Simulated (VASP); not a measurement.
# HfB2 (P6/mmm) in VASP: a series of runs

The runs below take HfB2 through relaxation of shape and atoms at fixed volume, single point, relaxation of cell and atoms, with r2SCAN, PBE.

Program: VASP 6.6.1. These are calculated values, not measurements. Logs are shortened: lines on timing, memory, paths and dates and some standing lists are left out, and cuts for length are marked.

## Step 1: The cell of the first run

The structure is hexagonal, space group P6/mmm (No. 191). Conventional cell: a = 3.146 Å, b = 3.146 Å, c = 3.484 Å, α = 90.00°, β = 90.00°, γ = 120.00°. Within 3.3 Å of Hf (site symmetry 6/mmm) lie 12 B at 2.52 Å and 6 Hf at 3.15 Å. B (site symmetry -6m2) has 3 B at 1.82 Å within 2.4 Å.

## Step 2: Relaxation of shape and atoms at fixed volume, r2SCAN

The input, POSCAR:

```
HfB2
1.0
    3.1464939518      0.0000000000      0.0000000000
   -1.5732469759      2.7249436951      0.0000000000
    0.0000000000      0.0000000000      3.4842081348
Hf B
1 2
Direct
    0.0000000000      0.0000000000      0.0000000000
    0.3333333333      0.6666666667      0.5000000000
    0.6666666667      0.3333333333      0.5000000000
```

The input, INCAR.step1:

```
PREC = Accurate
ENCUT = 600
ISMEAR = 0
SIGMA = 0.05
LREAL = F
LASPH = T
NELM = 100
GGA = PE
ALGO = Normal
EDIFF = 1E-4
LWAVE = T
LCHARG = F
```

The input, INCAR.step2:

```
PREC = Accurate
ENCUT = 600
EDIFF = 1E-6
ISMEAR = 0
SIGMA = 0.05
LREAL = F
LASPH = T
NELM = 100
ALGO = Normal
ISIF = 4
LWAVE = F
LCHARG = F
METAGGA = R2SCAN
LMIXTAU = T
IBRION = 2
NSW = 60
EDIFFG = -0.02
ISTART = 1
```

The input, KPOINTS:

```
regular mesh
0
Gamma
  14 14 12
```

Potentials or basis: VASP PAW PBE potentials, release 64 (Hf_pv, B).

Run with:

```console
> cat potpaw_PBE.64/Hf_pv/POTCAR potpaw_PBE.64/B/POTCAR > POTCAR
> cp INCAR.step1 INCAR
> mpirun -np 1 vasp_std > vasp.out
> cp INCAR.step2 INCAR
> mpirun -np 1 vasp_std > vasp.out
```

OUTCAR:

```text
PREC = Accurate
   ENCUT = 600
   EDIFF = 1E-6
   ISMEAR = 0
   LREAL = F
   LASPH = T
   NELM = 100
   ISIF = 4
   METAGGA = R2SCAN
   IBRION = 2
   NSW = 60
   EDIFFG = -0.02
   ISTART = 1

 ion  position               nearest neighbor table
   1  0.000  0.000  0.000-   2 2.52   3 2.52   2 2.52   3 2.52   2 2.52   2 2.52   3 2.52   3 2.52
                             3 2.52   3 2.52   2 2.52   2 2.52
   2  0.333  0.667  0.500-   3 1.82   3 1.82   3 1.82   1 2.52   1 2.52   1 2.52   1 2.52   1 2.52
                             1 2.52
   3  0.667  0.333  0.500-   2 1.82   2 1.82   2 1.82   1 2.52   1 2.52   1 2.52   1 2.52   1 2.52
                             1 2.52

  LATTYP: Found a hexagonal cell.
 ALAT       =     3.1464939518
 C/A-ratio  =     1.1073303137

  Lattice vectors:

 A1 = (   3.1464939518,   0.0000000000,   0.0000000000)
 A2 = (  -1.5732469759,   2.7249436951,   0.0000000000)
 A3 = (   0.0000000000,   0.0000000000,   3.4842081348)

Analysis of symmetry for initial positions (statically):
=====================================================================
 Subroutine PRICEL returns:
 Original cell was already a primitive cell.

 Routine SETGRP: Setting up the symmetry group for a
 hexagonal supercell.

 Subroutine GETGRP returns: Found 24 space group operations
 (whereof 24 operations were pure point group operations)
 out of a pool of 24 trial point group operations.

The static configuration has the point symmetry D_6h.

Analysis of symmetry for dynamics (positions and initial velocities):
=====================================================================
 Subroutine PRICEL returns:
 Original cell was already a primitive cell.

 Routine SETGRP: Setting up the symmetry group for a
 hexagonal supercell.

 Subroutine GETGRP returns: Found 24 space group operations
 (whereof 24 operations were pure point group operations)
 out of a pool of 24 trial point group operations.

The dynamic configuration has the point symmetry D_6h.

 Subroutine INISYM returns: Found 24 space group operations
 (whereof 24 operations are pure point group operations),
 and found     1 'primitive' translations

----------------------------------------------------------------------------------------

                                     Primitive cell

  volume of cell :      29.8737

  direct lattice vectors                    reciprocal lattice vectors
     3.146493952  0.000000000  0.000000000     0.317814054  0.183490030  0.000000000
    -1.573246976  2.724943695  0.000000000     0.000000000  0.366980060  0.000000000
     0.000000000  0.000000000  3.484208135     0.000000000  0.000000000  0.287009260

  length of vectors
     3.146493952  3.146493952  3.484208135     0.366980060  0.366980060  0.287009260

  position of ions in fractional coordinates (direct lattice)
     0.000000000  0.000000000  0.000000000
     0.333333333  0.666666667  0.500000000
     0.666666667  0.333333333  0.500000000

  ion indices of the primitive-cell ions
   primitive index   ion index
                 1           1
                 2           2
                 3           3

----------------------------------------------------------------------------------------

 KPOINTS: regular mesh

Automatic generation of k-mesh.
 Grid dimensions read from file:
 generate k-points for:   14   14   12

 Generating k-lattice:

  Cartesian coordinates                     Fractional coordinates (reciprocal lattice)
[... 66 lines left out ...]
   ISIF   =      4    stress and relaxation
   ISYM   =      2    0-nonsym 1-usesym 2-fastsym
   POTIM  = 0.5000    time-step for ionic-motion
   TEBEG  =    0.0;   TEEND  =   0.0 temperature during run
   PSTRESS=    0.0 pullay stress
   NELECT =      16.0000    total number of electrons
   NUPDOWN=      -1.0000    fix difference up-down
   EMIN   =  10.00;   EMAX   =-10.00  energy-range for DOS
   EFERMI =   0.00;   METHOD = LEGACY
   ISMEAR =     0;   SIGMA  =   0.05  broadening in eV -4-tet -1-fermi 0-gaus
   EFERMI_NEDOS =   21; number of points for ismear=-14 and -15
   IALGO  =     38    algorithm
   IMIX   =      4    mixing-type and parameters
     AMIX     =   0.40;   BMIX     =  1.00
     AMIX_MAG =   1.60;   BMIX_MAG =  1.00
  volume/ion in A,a.u.               =       9.96        67.20
  Fermi-wavevector in a.u.,A,eV,Ry     =   1.329491  2.512373 24.048918  1.767546
  Thomas-Fermi vector in A             =   2.458649
   LORBIT       =      0    0 simple, 1 ext, 2 COOP (PROOUT), +10 PAW based schemes
   METAGGA = R2SCAN    functional components
   LHFCALC =     F    Hartree Fock is set to
   AEXX    =    0.0000 exact exchange contribution
   IVDW    =     0    specifies the selected vdW correction
   LEPSILON=     F    determine dielectric tensor
   LRPA    =     F    only Hartree local field effects (RPA)
 conjugate gradient relaxation of ions
 non-spin polarized calculation
 Gauss-broadening in eV      SIGMA  =   0.05
  energy-cutoff  :      600.00
  volume of cell :       29.87
 maximum number of plane-waves:      1016
 NGX is ok and might be reduce to    28
   NGX = 13   NGY = 13   NGZ = 13

--------------------------------------- Ionic step        1  -------------------------------------------

 number of electron      15.9999999 magnetization

 Free energy of the ion-electron system (eV)
  ---------------------------------------------------
  ext. energy  EPLUGINS =         0.00000000
  ---------------------------------------------------
  free energy    TOTEN  =       -63.08929858 eV

  energy without entropy =      -63.08897425  energy(sigma->0) =      -63.08913642

------------------------ aborting loop because EDIFF is reached ----------------------------------------

  FORCE on cell =-STRESS in cart. coord.  units (eV):
  Direction    XX          YY          ZZ          XY          YZ          ZX
  --------------------------------------------------------------------------------------
  -------------------------------------------------------------------------------------
  Total       -0.5742664     -0.5742664     -0.3541808      0.0000000     -0.0000000      0.0000000
  in kB      -30.7989179    -30.7989179    -18.9953375      0.0000000     -0.0000000      0.0000000
  external PRESSURE =     -26.8643911 kB  Pullay stress =       0.0000000 kB

 VOLUME and BASIS-vectors are now :
 -----------------------------------------------------------------------------
  energy-cutoff  :      600.00
  volume of cell :       29.87
      direct lattice vectors                 reciprocal lattice vectors
     3.146493952  0.000000000  0.000000000     0.317814054  0.183490030  0.000000000
    -1.573246976  2.724943695  0.000000000     0.000000000  0.366980060  0.000000000
     0.000000000  0.000000000  3.484208135     0.000000000  0.000000000  0.287009260

 POSITION                                       TOTAL-FORCE (eV/Angst)
 -----------------------------------------------------------------------------------
      0.00000      0.00000      0.00000         0.000000     -0.000000      0.000000
     -0.00000      1.81663      1.74210         0.000000      0.000000      0.000000
      1.57325      0.90831      1.74210        -0.000000      0.000000     -0.000000
 -----------------------------------------------------------------------------------
    total drift:                               -0.000000      0.000000      0.000000

  FREE ENERGIE OF THE ION-ELECTRON SYSTEM (eV)
  ---------------------------------------------------
  free  energy   TOTEN  =       -63.0892985808 eV

  energy  without entropy=      -63.0889742511  energy(sigma->0) =      -63.08913642

--------------------------------------- Ionic step        2  -------------------------------------------

 number of electron      15.9999999 magnetization

 Free energy of the ion-electron system (eV)
  ---------------------------------------------------
  ext. energy  EPLUGINS =         0.00000000
  ---------------------------------------------------
  free energy    TOTEN  =       -63.08953465 eV

  energy without entropy =      -63.08922474  energy(sigma->0) =      -63.08937969

 E-fermi :   7.6962     XC(G=0): -13.5191

 val. band max:        7.6867101665   @ k =   0.3571   0.2143   0.0000
 cond. band min:       7.7380980526   @ k =   0.2857   0.2143   0.0000
 fundamental gap:      0.0513878861
 Fermi energy:         7.6962339888

 k-point     1 :       0.0000    0.0000    0.0000
  band No.  band energies     occupation
      1     -24.2288      2.00000
      2     -23.7172      2.00000
      3     -23.7172      2.00000
      4      -6.9731      2.00000
      5       4.5681      2.00000
      6       4.5704      2.00000
      7       4.6533      2.00000
      8       4.6533      2.00000
      9      11.8802      0.00000
     10      11.8802      0.00000
     11      12.5607      0.00000
     12      12.5607      0.00000
[... 331 lines left out ...]
 k-point    24 :       0.3571    0.2857    0.0000
  band No.  band energies     occupation
      1     -24.3148      2.00000
      2     -24.1962      2.00000
      3     -24.0748      2.00000
      4      -1.5174      2.00000
      5      -1.3809      2.00000
      6      -0.0620      2.00000
      7       4.4959      2.00000
      8       5.4184      2.00000
      9       8.8566      0.00000
     10       9.8205      0.00000
     11      11.6183      0.00000
     12      16.7720      0.00000

 [... further k-points ...]
[... 5 lines left out ...]
  --------------------------------------------------------------------------------------
  -------------------------------------------------------------------------------------
  Total       -0.4737799     -0.4737799     -0.5036147      0.0000000     -0.0000000      0.0000000
  in kB      -25.4096502    -25.4096502    -27.0097448      0.0000000     -0.0000000      0.0000000
  external PRESSURE =     -25.9430151 kB  Pullay stress =       0.0000000 kB

 VOLUME and BASIS-vectors are now :
 -----------------------------------------------------------------------------
  energy-cutoff  :      600.00
  volume of cell :       29.87
      direct lattice vectors                 reciprocal lattice vectors
     3.142786328  0.000000000  0.000000000     0.318188988  0.183706498  0.000000000
    -1.571393164  2.721732799  0.000000000     0.000000000  0.367412995  0.000000000
     0.000000000 -0.000000000  3.492433799     0.000000000 -0.000000000  0.286333273

 POSITION                                       TOTAL-FORCE (eV/Angst)
 -----------------------------------------------------------------------------------
      1.57139      2.72173      0.00000        -0.000000      0.000000     -0.000000
     -0.00000      1.81449      1.74622         0.000000      0.000000     -0.000000
      1.57139      0.90724      1.74622        -0.000000     -0.000000      0.000000
 -----------------------------------------------------------------------------------
    total drift:                               -0.000000      0.000000     -0.000000

  FREE ENERGIE OF THE ION-ELECTRON SYSTEM (eV)
  ---------------------------------------------------
  free  energy   TOTEN  =       -63.0895346519 eV

  energy  without entropy=      -63.0892247373  energy(sigma->0) =      -63.08937969

 reached required accuracy - stopping structural energy minimisation
```

Wall time 4.2 min (1 thread of AMD EPYC 9R45 (Zen 5), shared host); peak memory 0.2 GiB.

Results:

```
Free energy               : -63.0895 eV
Energy gained by relaxing : 0.1 meV/atom
Ionic steps               : 2
Pressure after relaxing   : -2.6 GPa
Band gap on the k mesh    : zero (band 8 reaches 8.53 eV, above the bottom of band 9 at 7.43 eV)
```

Stress tensor (GPa, compression positive):
```
-2.54  0.00  0.00
 0.00 -2.54  0.00
 0.00  0.00 -2.70
```

The path:
```tsv
step	energy change (eV)	largest force (eV/Å)	pressure (GPa)	volume (Å³)
1	0.0000	0.0000	-2.69	29.87
2	-0.0002	0.0000	-2.59	29.87
```

Final structure:
```
Hf B
1.0
     3.14279    0.00000    0.00000
    -1.57139    2.72173    0.00000
     0.00000    0.00000    3.49243
Hf B
1 2
Cartesian
  1.5714 2.7217 0.0000
  0.0000 1.8145 1.7462
  1.5714 0.9072 1.7462
```

Caveat: the PAW data sets were made with another functional, which shifts forces and pressure a little; spin-orbit coupling is left out, which moves the levels of the heavy elements.

## Step 3: Single point, PBE

The input, INCAR:

```
ALGO = Normal
EDIFF = 1E-6
ENCUT = 520
GGA = PE
ISIF = 2
ISMEAR = 0
LASPH = True
LCHARG = False
LREAL = False
LWAVE = False
NBANDS = 15
NELM = 60
PREC = Accurate
SIGMA = 0.05
```

The input, KPOINTS:

```
k-points
0
Gamma
  8 8 6
```

POSCAR is that of step 2.

Potentials or basis: VASP PAW PBE potentials, release 64 (Hf_pv, B).

Run with:

```console
> cat potpaw_PBE.64/Hf_pv/POTCAR potpaw_PBE.64/B/POTCAR > POTCAR
> mpirun -np 1 vasp_std > vasp.out
```

Wall time 12 s (1 thread of Intel Xeon Platinum 8488C (Sapphire Rapids), shared host); peak memory 0.15 GiB.

It converged, with:

```yaml
Free_energy: -26.3981 eV
Pressure: -0.4 GPa
Band_gap_on_the_k_mesh: zero (band 8 reaches 8.41 eV, above the bottom of band 9 at 7.84 eV)
```

Stress tensor (GPa, compression positive):
```
-0.56  0.00  0.00
 0.00 -0.56  0.00
 0.00  0.00 -0.08
```

Levels at points of the mesh, in eV from the Fermi level:
```
           k point  band 6  band 7  band 8  band 9  band 10  band 11
(0.00, 0.00, 0.00)   -3.08   -3.08   -2.97    3.81     3.81     4.45
(0.50, 0.00, 0.00)   -4.30   -3.63   -3.04    1.91     2.52     5.34
(0.00, 0.00, 0.50)   -1.39   -1.39    0.12    0.12     0.81     0.81
(0.50, 0.00, 0.50)   -5.14   -4.88   -2.88    3.77     3.95     6.02
```

Caveat: spin-orbit coupling is left out, which moves the levels of the heavy elements.

## Step 4: Relaxation of cell and atoms, PBE

This run uses another cell than the first one, of 9.90 Å³/atom, 0.995 times its volume.

The input, INCAR:

```
ALGO = Normal ; EDIFF = 1E-6
EDIFFG = -0.03 ; ENCUT = 600
GGA = PE ; IBRION = 2
ISIF = 3 ; ISMEAR = 0
LASPH = True ; LCHARG = False
LREAL = False ; LWAVE = False
NELM = 100 ; NSW = 80
PREC = Accurate ; SIGMA = 0.05
```

KPOINTS is that of step 3.

The input, POSCAR:

```
HfB2
1.0
    3.1400000000      0.0000000000      0.0000000000
   -1.5700000000      2.7193197679      0.0000000000
    0.0000000000      0.0000000000      3.4800000000
Hf B
1 2
Direct
    0.0000000000      0.0000000000      0.0000000000
    0.3333333333      0.6666666667      0.5000000000
    0.6666666667      0.3333333333      0.5000000000
```

Run with:

```console
> cat potpaw_PBE.64/Hf_pv/POTCAR potpaw_PBE.64/B/POTCAR > POTCAR
> mpirun -np 1 vasp_std > vasp.out
```

Wall time 29 s (1 thread of Intel Xeon Platinum 8488C (Sapphire Rapids), shared host); peak memory 0.17 GiB.

It converged, with:

| Item | Value |
| --- | --- |
| Free energy | -26.4002 eV |
| Relaxed volume | 9.94 Å³/atom |
| Relaxed cell | a = 3.144 Å, b = 3.144 Å, c = 3.484 Å, α = 90.00°, β = 90.00°, γ = 120.00° |
| Space group after relaxing (to 0.05 Å) | P6/mmm (No. 191) |
| Energy gained by relaxing | 0.1 meV/atom |
| Ionic steps | 3 |
| Pressure after relaxing | 0.0 GPa |
| Band gap on the k mesh | zero (band 8 reaches 8.43 eV, above the bottom of band 9 at 7.85 eV) |

Stress tensor (GPa, compression positive):
```
-0.02  0.00  0.00
 0.00 -0.02  0.00
 0.00  0.00  0.08
```

The path:
```tsv
step	energy change (eV)	largest force (eV/Å)	pressure (GPa)	volume (Å³)
1	0.0000	0.0000	0.97	29.71
2	0.0002	0.0000	-1.22	29.97
3	-0.0003	0.0000	0.01	29.83
```

Final structure:
```
Hf B
1.0
     3.14389    0.00000    0.00000
    -1.57194    2.72269    0.00000
     0.00000    0.00000    3.48434
Hf B
1 2
Direct
  0.00000 0.00000 0.00000
  0.33333 0.66667 0.50000
  0.66667 0.33333 0.50000
```

Levels at points of the mesh, in eV from the Fermi level:
```csv
k point,band 4,band 5,band 6,band 7,band 8,band 9,band 10,band 11,band 12
"(0.00, 0.00, 0.00)",-13.92,-3.18,-3.08,-3.08,-2.97,3.82,3.82,4.45,4.45
"(0.50, 0.00, 0.00)",-9.95,-9.24,-4.30,-3.62,-3.04,1.91,2.53,5.36,5.51
"(0.00, 0.00, 0.50)",-11.53,-8.54,-1.39,-1.39,0.13,0.13,0.81,0.81,2.03
"(0.50, 0.00, 0.50)",-10.51,-7.70,-5.14,-4.88,-2.87,3.79,3.95,6.04,6.97
```

Caveat: spin-orbit coupling is left out, which moves the levels of the heavy elements.

## Step 5: Single point, r2SCAN

This run uses another cell than the first one, of 9.83 Å³/atom, 0.987 times its volume.

The input, POSCAR:

```
HfB2
1.0
    3.1310634881      0.0000000000      0.0000000000
   -1.5655317440      2.7115805215      0.0000000000
    0.0000000000      0.0000000000      3.4730037372
Hf B
1 2
Direct
    0.0000000000      0.0000000000      0.0000000000
    0.3333333333      0.6666666667      0.5000000000
    0.6666666667      0.3333333333      0.5000000000
```

The input, INCAR.step1:

```
ALGO = Normal ; EDIFF = 1E-4
ENCUT = 520 ; GGA = PE
ISMEAR = 0 ; LASPH = True
LCHARG = False ; LREAL = False
LWAVE = True ; NBANDS = 15
NELM = 60 ; PREC = Accurate
SIGMA = 0.05
```

The input, INCAR.step2:

```
ALGO = Normal ; EDIFF = 1E-6
ENCUT = 520 ; ISIF = 2
ISMEAR = 0 ; ISTART = 1
LASPH = True ; LCHARG = False
LMIXTAU = True ; LREAL = False
LWAVE = False ; METAGGA = R2SCAN
NBANDS = 15 ; NELM = 60
PREC = Accurate ; SIGMA = 0.05
```

The input, KPOINTS:

```
k-points
0
Gamma
  14 14 12
```

Run with:

```console
> cat potpaw_PBE.64/Hf_pv/POTCAR potpaw_PBE.64/B/POTCAR > POTCAR
> cp INCAR.step1 INCAR
> mpirun -np 1 vasp_std > vasp.out
> cp INCAR.step2 INCAR
> mpirun -np 1 vasp_std > vasp.out
```

Run time: 2.2 min. Hardware: 1 thread of Intel Xeon Platinum 8488C (Sapphire Rapids), shared host; peak memory 0.2 GiB.

Results (log left out):

- Free energy: -63.0888 eV
- Pressure: 0.8 GPa
- Band gap on the k mesh: zero (band 8 reaches 8.63 eV, above the bottom of band 9 at 7.53 eV)

Stress tensor (GPa, compression positive):
```
0.73 0.00 0.00
0.00 0.73 0.00
0.00 0.00 0.87
```

Levels at points of the mesh, in eV from the Fermi level:
```tsv
k point	band 6	band 7	band 8	band 9	band 10	band 11
(0.00, 0.00, 0.00)	-3.10	-3.08	-3.08	4.25	4.25	4.96
(0.50, 0.00, 0.00)	-4.43	-3.72	-3.02	2.16	2.87	5.90
(0.00, 0.00, 0.50)	-1.29	-1.29	0.33	0.33	1.07	1.07
(0.50, 0.00, 0.50)	-5.30	-5.02	-3.03	4.13	4.44	6.53
```

Caveat: the PAW data sets were made with another functional, which shifts forces and pressure a little; spin-orbit coupling is left out, which moves the levels of the heavy elements.

## Step 6: Summary

```csv
task,level,cell,k mesh,cutoff (eV),gap on the mesh (eV),pressure (GPa)
relaxation of shape and atoms at fixed volume,r2SCAN,"relaxed from a = 3.146, b = 3.146, c = 3.484 Å, angles 90.0, 90.0, 120.0°, 3 atoms",14 × 14 × 12,600,none,-2.6
single point,PBE,"a = 3.146, b = 3.146, c = 3.484 Å, angles 90.0, 90.0, 120.0°, 3 atoms",8 × 8 × 6,520,none,-0.4
relaxation of cell and atoms,PBE,"relaxed from a = 3.140, b = 3.140, c = 3.480 Å, angles 90.0, 90.0, 120.0°, 3 atoms",8 × 8 × 6,600,none,0.0
single point,r2SCAN,"a = 3.131, b = 3.131, c = 3.473 Å, angles 90.0, 90.0, 120.0°, 3 atoms",14 × 14 × 12,520,none,0.8
```

Alike in all rows: potentials or basis VASP PAW PBE potentials, release 64 (Hf_pv, B); no spin polarisation; smearing gaussian 0.05 eV.

Caveats: spin-orbit coupling is left out, which moves the levels of the heavy elements; the PAW data sets were made with another functional, which shifts forces and pressure a little (some runs).

Total energies depend on the potentials used, so only differences within one code and one set of settings carry meaning.
